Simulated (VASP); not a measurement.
Write the native input for VASP 6.6.1 that does the following.

```
Task                   : single point
Functional             : PBEsol
Potentials or basis    : VASP PAW PBE potentials, release 64 (Zn)
Cutoff                 : 520 eV
k mesh                 : 12 × 12 × 12
Occupations            : fermi-dirac, width 0.05 eV
Spin                   : no spin polarisation
Dipole correction      : no
Further INCAR settings : ALGO = Normal; EDIFF = 1e-07; NBANDS = 12
```

The structure of Zn lies in POSCAR:

```
Zn
1.0
    0.0000000000      1.9777881408      1.9777881408
    1.9777881408      0.0000000000      1.9777881408
    1.9777881408      1.9777881408      0.0000000000
Zn
1
Direct
    0.0000000000      0.0000000000      0.0000000000
```

This cell differs from its parent crystal: volume scaled by 1.02.

The input as run:

INCAR

```
SYSTEM = Zn
ALGO = Normal
EDIFF = 1E-7
ENCUT = 520
GGA = PS
ISIF = 2
ISMEAR = -1
LASPH = .TRUE.
LCHARG = .TRUE.
LELF = .TRUE.
LREAL = .FALSE.
LVHAR = .TRUE.
LWAVE = .FALSE.
NBANDS = 12
NELM = 100
PREC = Accurate
SIGMA = 0.05
```

KPOINTS

```
k-points
0
G
  12 12 12
  0 0 0
```

Potentials or basis: VASP PAW PBE potentials, release 64 (Zn).

The run is started by

```sh
$ cat potpaw_PBE.64/Zn/POTCAR > POTCAR
$ mpirun -np 1 vasp_std > vasp.out
```

It gave:

```json
{
 "Pressure": "-6.0 GPa",
 "Band gap on the k mesh": "zero (band 6 reaches 5.00 eV, above the bottom of band 7 at 1.36 eV)"
}
```

Caveat: the PAW data sets were made with another functional, which shifts forces and pressure a little.

Run time: 51 s on 1 thread of AMD EPYC 7R13, with other jobs on the host, peak memory 0.11 GiB.
